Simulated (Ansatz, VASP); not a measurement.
## Two plane-wave programs on KCl

```
K Cl
1.0
     3.64559    0.00000    0.00000
     0.00000    3.64559    0.00000
     0.00000    0.00000    3.64559
K Cl
1 1
Direct
  0.00000 0.00000 0.00000
  0.50000 0.50000 0.50000
```

Change from the starting cell: hydrostatic strain -3.3%.

Alike in both runs: task single point; functional r2SCAN; k mesh 8 × 8 × 8; no spin polarisation.

```csv
,VASP,Ansatz
version,VASP 6.6.1,Ansatz 0.2.0
potentials or method,"VASP PAW PBE potentials, release 64 (K_sv, Cl)","plane waves, PAW"
plane-wave cutoff (eV),520,500
occupations,"gaussian, width 0.01 eV",fixed
valence electrons in the cell,16,16
```

```csv
,VASP,Ansatz,Ansatz less VASP
gap on the k mesh at the Fermi level (eV),6.35,6.34,-0.006
pressure (GPa),3.0,3.0,+0.01
```

VASP's potentials were made for PBE, not for r2SCAN.
